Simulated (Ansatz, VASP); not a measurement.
## EuS3: VASP beside Ansatz

```
Eu S
1.0
     4.27167    0.00000    0.00000
     0.00000    4.27167    0.00000
     0.00000    0.00000    4.27167
Eu S
1 3
Direct
  0.00000 0.00000 0.00000
  0.50000 0.50000 0.00000
  0.50000 0.00000 0.50000
  0.00000 0.50000 0.50000
```

Change from the starting cell: species swapped into the Cu3Sb type (Pm-3m, No. 221).

Alike in both runs: functional PBE; k mesh 4 × 4 × 4; occupations gaussian, width 0.1 eV; collinear spin.

Ansatz relaxed the structure, and its values are those at the end. VASP's run is a single point on that final structure, the one shown.

```csv
,VASP,Ansatz
version,VASP 6.6.1,Ansatz 0.2.0
potentials or method,"VASP PAW PBE potentials, release 64 (Eu, S), cutoff 520 eV","scalar-relativistic, plane waves, PAW"
valence electrons in the cell,35,35
```

```tsv
	VASP	Ansatz	Ansatz less VASP
gap on the k mesh at the Fermi level (eV)	none	none	-
pressure (GPa)	-0.1	0.0	+0.10
net moment per atom (μB)	1.57	1.57	0.000
size of the moment on the site where the two differ most (μB)	6.33	6.48	+0.159
```

Site moments also hang on the region over which each program counts them. A gap of «none» marks a metal or a gap that the smearing closes.

The k mesh is coarse, so the values compare programs but aren't converged. Spin-orbit coupling is off throughout.
